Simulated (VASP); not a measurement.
Here is a VASP 6.6.1 calculation.

File INCAR:

```
SYSTEM = PtSe2
PREC = Accurate ; ENCUT = 400
EDIFF = 1E-6 ; ISMEAR = 0
SIGMA = 0.03 ; LREAL = .False.
LASPH = .True. ; NELM = 120
ALGO = Normal ; ISIF = 2
LWAVE = .False. ; LCHARG = .True.
LDIPOL = .True. ; IDIPOL = 3
DIPOL = 0.5 0.5 0.286 ; GGA = PS
IVDW = 13 ; LELF = .True.
LVHAR = .True. ; LVACPOTAV = .True.
NBANDS = 18 ; GGA_COMPAT = .False.
NELMDL = -8
```

Contents of KPOINTS:

```
Automatic mesh
0
Gamma
  12 12 1
  0 0 0
```

File POSCAR:

```
PtSe2
1.0
    3.6771056093      0.0000000000      0.0000000000
   -1.8385528047      3.1844668701      0.0000000000
    0.0000000000      0.0000000000     29.0400000030
Se Pt
2 1
Direct
    0.3333333333      0.6666666667      0.2411794738
    0.6666666667      0.3333333333      0.3311345757
    0.0000000000      0.0000000000      0.2861570248
```

Potentials or basis: VASP PAW PBE potentials, release 64 (Se, Pt).

Run with:

```sh
$ cat potpaw_PBE.64/Se/POTCAR potpaw_PBE.64/Pt/POTCAR > POTCAR
$ mpirun -np 1 vasp_std > vasp.out
```

(1) What does it give for the dispersion energy per atom?

(2) Predict the band gap on the k mesh.

(3) Estimate the largest force.

Results:

(1) -0.166 eV.

(2) 1.39 eV, indirect (least direct gap 1.68 eV).

(3) 0.011 eV/Å.

Caveat: the PAW data sets were made with another functional, which shifts forces and pressure a little; spin-orbit coupling is left out, which moves the levels of the heavy elements.
